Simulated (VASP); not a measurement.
TeP2:

```
Te P
1.0
     0.00000    2.41726    5.57109
     2.39567    0.00000    5.57109
     2.39567    2.41726    0.00000
Te P
1 2
Direct
  0.50000 0.50000 0.50000
  0.25656 0.25656 0.74344
  0.74344 0.74344 0.25656
```

The cell was generated, and may not be a known phase.

```yaml
Program: VASP 6.6.1
Task: relaxation of cell and atoms
Functional: PBE
Potentials_or_basis: VASP PAW PBE potentials, release 64 (Te, P)
Cutoff: 600 eV
k_mesh: 14 × 14 × 14
Occupations: gaussian, width 0.1 eV
Spin: no spin polarisation
```

At the start: pressure -0.7 GPa; volume 21.51 Å³/atom.

Task: How do energy, volume and symmetry change on relaxing?

Result: Over 12 steps the energy falls by 67.3 meV/atom and the volume is 21.91 Å³/atom (+1.9 %); space group I4/mmm (No. 139, to 0.1 Å) before and after.

Step by step:
| step | energy change (eV) | largest force (eV/Å) | pressure (GPa) | volume (Å³) |
| --- | --- | --- | --- | --- |
| 1 | 0.0000 | 0.2277 | -0.72 | 64.52 |
| 2 | -0.0792 | 0.5423 | 0.78 | 63.55 |
| 3 | -0.0801 | 0.5759 | 1.07 | 63.41 |
| 4 | -0.1174 | 0.5219 | 0.31 | 64.46 |
| 5 | -0.1779 | 0.3389 | -1.93 | 67.22 |
| 6 | -0.1986 | 0.0477 | -0.74 | 66.47 |
| 7 | -0.1992 | 0.0092 | -0.49 | 66.32 |
| 8 | -0.1992 | 0.0159 | -0.47 | 66.30 |
| 9 | -0.2011 | 0.0060 | -0.25 | 66.01 |
| 10 | -0.2018 | 0.0061 | -0.05 | 65.75 |
| 11 | -0.2018 | 0.0073 | -0.04 | 65.73 |
| 12 | -0.2018 | 0.0079 | -0.03 | 65.72 |

Final structure:
```
Te P
1.0
     0.00000    2.32810    6.06101
     2.32878    0.00000    6.06101
     2.32878    2.32810    0.00000
Te P
1 2
Cartesian
  2.3288 2.3281 6.0610
  2.3288 2.3281 3.2741
  2.3288 2.3281 8.8480
```
